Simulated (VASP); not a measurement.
# La2F3 (P4/mmm) in VASP: single point with PBE

Aim: the single point of La2F3 with PBE.

Everything below comes from runs of VASP 6.6.1. Logs are shortened: lines on timing, memory, paths and dates and some standing lists are left out, and cuts for length are marked.

## (1) The cell of the first run

It takes space group P4/mmm (No. 123, tetragonal). The conventional cell has a = 3.626 Å, b = 3.626 Å, c = 7.232 Å, α = 90.00°, β = 90.00°, γ = 90.00°. La (site symmetry 4mm) has 5 F at 2.21 to 2.30 Å and 1 La at 2.82 Å within 2.9 Å. Within 3.0 Å of F (site symmetry mmm) lie 4 La at 2.30 Å and 4 F at 2.56 Å. Within 2.9 Å of F (site symmetry 4/mmm) lie 2 La at 2.21 Å.

## (2) Single point, PBE

Input file INCAR:

```
SYSTEM = La2F3
PREC = Accurate
ENCUT = 520
EDIFF = 1E-7
ISMEAR = 0
SIGMA = 0.1
LREAL = .FALSE.
LASPH = .TRUE.
NELM = 80
ALGO = Normal
ISIF = 2
LWAVE = .FALSE.
LCHARG = .TRUE.
GGA = PE
LELF = .TRUE.
LVHAR = .TRUE.
NBANDS = 30
```

Input file KPOINTS:

```
regular mesh
0
G
  6 6 4
  0 0 0
```

Input file POSCAR:

```
La2F3
1.0
    3.6257471400      0.0000000000      0.0000000000
    0.0000000000      3.6257471400      0.0000000000
    0.0000000000      0.0000000000      7.2320835600
La F
2 3
Direct
    0.0000000000      0.0000000000      0.6948391700
    0.0000000000      0.0000000000      0.3051608300
    0.5000000000      0.0000000000      0.5000000000
    0.0000000000      0.5000000000      0.5000000000
    0.0000000000      0.0000000000      0.0000000000
```

Potentials or basis: VASP PAW PBE potentials, release 64 (La, F).

Started as:

```
cat potpaw_PBE.64/La/POTCAR potpaw_PBE.64/F/POTCAR > POTCAR
mpirun -np 1 vasp_std > vasp.out
```

OUTCAR:

```text
SYSTEM = La2F3
   PREC = Accurate
   ENCUT = 520
   EDIFF = 1E-7
   ISMEAR = 0
   LREAL = .FALSE.
   LASPH = .TRUE.
   NELM = 80
   ISIF = 2
   GGA = PE

 ion  position               nearest neighbor table
   1  0.000  0.000  0.695-   5 2.21   4 2.30   3 2.30   4 2.30   3 2.30   2 2.82
   2  0.000  0.000  0.305-   5 2.21   4 2.30   3 2.30   4 2.30   3 2.30   1 2.82
   3  0.500  0.000  0.500-   1 2.30   2 2.30   1 2.30   2 2.30
   4  0.000  0.500  0.500-   1 2.30   2 2.30   1 2.30   2 2.30
   5  0.000  0.000  0.000-   1 2.21   2 2.21

  LATTYP: Found a simple tetragonal cell.
 ALAT       =     3.6257471400
 C/A-ratio  =     1.9946464220

  Lattice vectors:

 A1 = (   3.6257471400,   0.0000000000,   0.0000000000)
 A2 = (   0.0000000000,   3.6257471400,   0.0000000000)
 A3 = (   0.0000000000,   0.0000000000,   7.2320835600)

Analysis of symmetry for initial positions (statically):
=====================================================================
 Subroutine PRICEL returns:
 Original cell was already a primitive cell.

 Routine SETGRP: Setting up the symmetry group for a
 simple tetragonal supercell.

 Subroutine GETGRP returns: Found 16 space group operations
 (whereof 16 operations were pure point group operations)
 out of a pool of 16 trial point group operations.

The static configuration has the point symmetry D_4h.

Analysis of symmetry for dynamics (positions and initial velocities):
=====================================================================
 Subroutine PRICEL returns:
 Original cell was already a primitive cell.

 Routine SETGRP: Setting up the symmetry group for a
 simple tetragonal supercell.

 Subroutine GETGRP returns: Found 16 space group operations
 (whereof 16 operations were pure point group operations)
 out of a pool of 16 trial point group operations.

The dynamic configuration has the point symmetry D_4h.

 Subroutine INISYM returns: Found 16 space group operations
 (whereof 16 operations are pure point group operations),
 and found     1 'primitive' translations

----------------------------------------------------------------------------------------

                                     Primitive cell

  volume of cell :      95.0733

  direct lattice vectors                    reciprocal lattice vectors
     3.625747140  0.000000000  0.000000000     0.275805223  0.000000000  0.000000000
     0.000000000  3.625747140  0.000000000     0.000000000  0.275805223  0.000000000
     0.000000000  0.000000000  7.232083560     0.000000000  0.000000000  0.138272739

  length of vectors
     3.625747140  3.625747140  7.232083560     0.275805223  0.275805223  0.138272739

  position of ions in fractional coordinates (direct lattice)
     0.000000000  0.000000000  0.694839170
     0.000000000  0.000000000  0.305160830
     0.500000000  0.000000000  0.500000000
     0.000000000  0.500000000  0.500000000
     0.000000000  0.000000000  0.000000000

  ion indices of the primitive-cell ions
   primitive index   ion index
                 1           1
                 2           2
                 3           3
                 4           4
                 5           5

----------------------------------------------------------------------------------------

 KPOINTS: regular mesh

Automatic generation of k-mesh.
 Grid dimensions read from file:
 generate k-points for:    6    6    4

 Generating k-lattice:

  Cartesian coordinates                     Fractional coordinates (reciprocal lattice)
     0.045967537  0.000000000  0.000000000     0.166666667  0.000000000  0.000000000
     0.000000000  0.045967537  0.000000000     0.000000000  0.166666667  0.000000000
     0.000000000  0.000000000  0.034568185     0.000000000  0.000000000  0.250000000

  Length of vectors
     0.045967537  0.045967537  0.034568185

  Shift w.r.t. Gamma in fractional coordinates (k-lattice)
     0.000000000  0.000000000  0.000000000

 Subroutine IBZKPT returns following result:
 ===========================================

 Found     30 irreducible k-points:

 Following reciprocal coordinates:
            Coordinates               Weight
  0.000000  0.000000  0.000000      1.000000
  0.166667  0.000000  0.000000      4.000000
  0.333333  0.000000  0.000000      4.000000
  0.500000  0.000000  0.000000      2.000000
  0.166667  0.166667  0.000000      4.000000
  0.333333  0.166667  0.000000      8.000000
[... 16 lines left out ...]
  0.333333  0.000000  0.500000      4.000000
  0.500000  0.000000  0.500000      2.000000
 [... further k-points ...]
   k-points           NKPTS =     30   k-points in BZ     NKDIM =     30   number of bands    NBANDS=     30
   number of dos      NEDOS =    301   number of ions     NIONS =      5
   total plane-waves  NPLWV =  42336
   dimension x,y,z NGX =    28 NGY =   28 NGZ =   54
   dimension x,y,z NGXF=    56 NGYF=   56 NGZF=  108
   ions per type =               2   3
   NGX,Y,Z   is equivalent  to a cutoff of  12.84, 12.84, 12.41 a.u.
   NGXF,Y,Z  is equivalent  to a cutoff of  25.68, 25.68, 24.83 a.u.
 SYSTEM =  La2F3
   PREC   = accura    normal or accurate (medium, high low for compatibility)
   ISTART =      0    job   : 0-new  1-cont  2-samecut
   ICHARG =      2    charge: 1-file 2-atom 10-const
   ISPIN  =      1    spin polarized calculation?
   LNONCOLLINEAR =      F non collinear calculations
   LSORBIT =      F    spin-orbit coupling
   LASPH  =      T    aspherical Exc in radial PAW
   ENCUT  =  520.0 eV  38.22 Ry    6.18 a.u.   6.74  6.74 13.45*2*pi/ulx,y,z
   NELM   =     80;   NELMIN=  2; NELMDL= -5     # of ELM steps
   EDIFF  = 0.1E-06   stopping-criterion for ELM
   LREAL  =      F    real-space projection
   EDIFFG = 0.1E-05   stopping-criterion for IOM
   NSW    =      0    number of steps for IOM
   IBRION =     -1    ionic relax: 0-MD 1-quasi-New 2-CG
   NFREE  =      0    steps in history (QN), initial steepest desc. (CG)
   ISIF   =      2    stress and relaxation
   ISYM   =      2    0-nonsym 1-usesym 2-fastsym
   POTIM  = 0.5000    time-step for ionic-motion
   TEBEG  =    0.0;   TEEND  =   0.0 temperature during run
   PSTRESS=    0.0 pullay stress
   NELECT =      43.0000    total number of electrons
   NUPDOWN=      -1.0000    fix difference up-down
   EMIN   =  10.00;   EMAX   =-10.00  energy-range for DOS
   EFERMI =   0.00;   METHOD = LEGACY
   ISMEAR =     0;   SIGMA  =   0.10  broadening in eV -4-tet -1-fermi 0-gaus
   EFERMI_NEDOS =   21; number of points for ismear=-14 and -15
   IALGO  =     38    algorithm
   IMIX   =      4    mixing-type and parameters
     AMIX     =   0.40;   BMIX     =  1.00
     AMIX_MAG =   1.60;   BMIX_MAG =  1.00
  volume/ion in A,a.u.               =      19.01       128.32
  Fermi-wavevector in a.u.,A,eV,Ry     =   1.256642  2.374709 21.485621  1.579149
  Thomas-Fermi vector in A             =   2.390340
   LORBIT       =      0    0 simple, 1 ext, 2 COOP (PROOUT), +10 PAW based schemes
   GGA     = PE    functional components
   LHFCALC =     F    Hartree Fock is set to
   AEXX    =    0.0000 exact exchange contribution
   IVDW    =     0    specifies the selected vdW correction
   LEPSILON=     F    determine dielectric tensor
   LRPA    =     F    only Hartree local field effects (RPA)
 non-spin polarized calculation
 Gauss-broadening in eV      SIGMA  =   0.10
  energy-cutoff  :      520.00
  volume of cell :       95.07
 maximum number of plane-waves:      2588
 NGX is ok and might be reduce to    28
   NGX = 13   NGY = 13   NGZ = 27

 number of electron      42.9999997 magnetization

 Free energy of the ion-electron system (eV)
  ---------------------------------------------------
  ext. energy  EPLUGINS =         0.00000000
  ---------------------------------------------------
  free energy    TOTEN  =       -26.66626191 eV

  energy without entropy =      -26.65091762  energy(sigma->0) =      -26.65858977

 E-fermi :   8.0568     XC(G=0):  -9.6007

 val. band max:        8.0376317950   @ k =   0.0000   0.0000   0.0000
 cond. band min:       8.0721534565   @ k =   0.0000   0.0000   0.0000
 fundamental gap:      0.0345216615
 Fermi energy:         8.0567993026

 k-point     1 :       0.0000    0.0000    0.0000
  band No.  band energies     occupation
      1     -26.4971      2.00000
      2     -25.3856      2.00000
      3     -20.1765      2.00000
      4     -19.7548      2.00000
      5     -17.9748      2.00000
      6      -9.9461      2.00000
[... 22 lines left out ...]
     29       9.7804      0.00000
     30       9.7832      0.00000

 k-point     2 :       0.1667    0.0000    0.0000
  band No.  band energies     occupation
      1     -26.4265      2.00000
      2     -25.3567      2.00000
      3     -20.2166      2.00000
      4     -19.8504      2.00000
      5     -17.9987      2.00000
      6     -10.2558      2.00000
[... 22 lines left out ...]
     29       9.6810      0.00000
     30       9.8370      0.00000

 k-point     3 :       0.3333    0.0000    0.0000
  band No.  band energies     occupation
      1     -26.2759      2.00000
      2     -25.2980      2.00000
      3     -20.4004      2.00000
      4     -19.9557      2.00000
      5     -18.0342      2.00000
      6     -10.3682      2.00000
[... 22 lines left out ...]
     29       9.7491      0.00000
     30       9.8764      0.00000

 k-point     4 :       0.5000    0.0000    0.0000
  band No.  band energies     occupation
      1     -26.1953      2.00000
      2     -25.2681      2.00000
      3     -20.5356      2.00000
      4     -19.9730      2.00000
      5     -18.0467      2.00000
      6     -10.3014      2.00000
[... 22 lines left out ...]
     29       9.8621      0.00000
     30       9.8753      0.00000

 k-point     5 :       0.1667    0.1667    0.0000
  band No.  band energies     occupation
      1     -26.3553      2.00000
      2     -25.3280      2.00000
      3     -20.2368      2.00000
      4     -19.9588      2.00000
      5     -18.0271      2.00000
      6     -10.5754      2.00000
[... 22 lines left out ...]
     29       9.7318      0.00000
     30       9.7788      0.00000
[... 526 lines left out ...]
     29       9.7753      0.00000
     30       9.7845      0.00000

 k-point    22 :       0.1667    0.0000    0.5000
  band No.  band energies     occupation
      1     -26.3947      2.00000
      2     -25.4142      2.00000
      3     -20.1029      2.00000
      4     -19.8349      2.00000
      5     -18.0938      2.00000
      6     -10.8006      2.00000
[... 22 lines left out ...]
     29       9.6860      0.00000
     30       9.7696      0.00000

 k-point    23 :       0.3333    0.0000    0.5000
  band No.  band energies     occupation
      1     -26.2417      2.00000
      2     -25.3561      2.00000
      3     -20.3744      2.00000
      4     -19.8797      2.00000
      5     -18.0794      2.00000
      6     -11.0746      2.00000
[... 22 lines left out ...]
     29       9.7303      0.00000
     30       9.7805      0.00000

 k-point    24 :       0.5000    0.0000    0.5000
  band No.  band energies     occupation
      1     -26.1597      2.00000
      2     -25.3265      2.00000
      3     -20.5357      2.00000
      4     -19.8813      2.00000
      5     -18.0721      2.00000
      6     -11.1151      2.00000
[... 22 lines left out ...]
     29       9.7453      0.00000
     30       9.7936      0.00000

 [... further k-points ...]
[... 5 lines left out ...]
  --------------------------------------------------------------------------------------
  -------------------------------------------------------------------------------------
  Total       11.1628780     11.1628780     27.2490720      0.0000000     -0.0000000      0.0000000
  in kB      188.1171098    188.1171098    459.2020711      0.0000000     -0.0000000      0.0000000
  external PRESSURE =     278.4787635 kB  Pullay stress =       0.0000000 kB

 VOLUME and BASIS-vectors are now :
 -----------------------------------------------------------------------------
  energy-cutoff  :      520.00
  volume of cell :       95.07
      direct lattice vectors                 reciprocal lattice vectors
     3.625747140  0.000000000  0.000000000     0.275805223  0.000000000  0.000000000
     0.000000000  3.625747140  0.000000000     0.000000000  0.275805223  0.000000000
     0.000000000  0.000000000  7.232083560     0.000000000  0.000000000  0.138272739

 POSITION                                       TOTAL-FORCE (eV/Angst)
 -----------------------------------------------------------------------------------
      0.00000      0.00000      5.02513         0.000000     -0.000000      6.848338
      0.00000      0.00000      2.20695        -0.000000     -0.000000     -6.848338
      1.81287      0.00000      3.61604         0.000000      0.000000     -0.000000
      0.00000      1.81287      3.61604         0.000000      0.000000     -0.000000
      0.00000      0.00000      0.00000         0.000000      0.000000     -0.000000
 -----------------------------------------------------------------------------------
    total drift:                                0.000000      0.000000      0.000000

  FREE ENERGIE OF THE ION-ELECTRON SYSTEM (eV)
  ---------------------------------------------------
  free  energy   TOTEN  =       -26.6662619052 eV

  energy  without entropy=      -26.6509176249  energy(sigma->0) =      -26.65858977
```

It used 200 s of CPU time on 1 thread of AMD EPYC 7R13 Processor (Zen 3), with other jobs on the host.

What came out:

| Item | Value |
| --- | --- |
| Free energy | -26.6663 eV |
| Pressure | 27.8 GPa |
| Largest force | 6.848 eV/Å |

Forces in eV/Å, atoms in the order of the input:
```
La   0.000  0.000  6.848
La   0.000  0.000 -6.848
F    0.000  0.000  0.000
F    0.000  0.000  0.000
F    0.000  0.000  0.000
```

Levels at points of the mesh, in eV from the Fermi level:
| k point | band 20 | band 21 | band 22 | band 23 | band 24 | band 25 |
| --- | --- | --- | --- | --- | --- | --- |
| (0.00, 0.00, 0.00) | -6.93 | -2.08 | -0.23 | -0.02 | 0.02 | 0.85 |
| (0.50, 0.00, 0.00) | -6.89 | -0.19 | 0.05 | 0.63 | 1.11 | 1.15 |
| (0.50, 0.50, 0.00) | -7.04 | -1.45 | -0.78 | 0.40 | 0.40 | 0.82 |
| (0.00, 0.00, 0.50) | -7.03 | -1.42 | -1.08 | 0.14 | 0.57 | 0.68 |
| (0.50, 0.00, 0.50) | -6.98 | 0.19 | 0.23 | 0.70 | 0.89 | 0.99 |
| (0.50, 0.50, 0.50) | -6.68 | -1.69 | -0.42 | 0.40 | 0.40 | 0.91 |

Caveat: spin-orbit coupling is left out, which moves the levels of the heavy elements; an odd number of electrons without spin polarisation forces a metal; a magnetic or distorted state may lie lower.
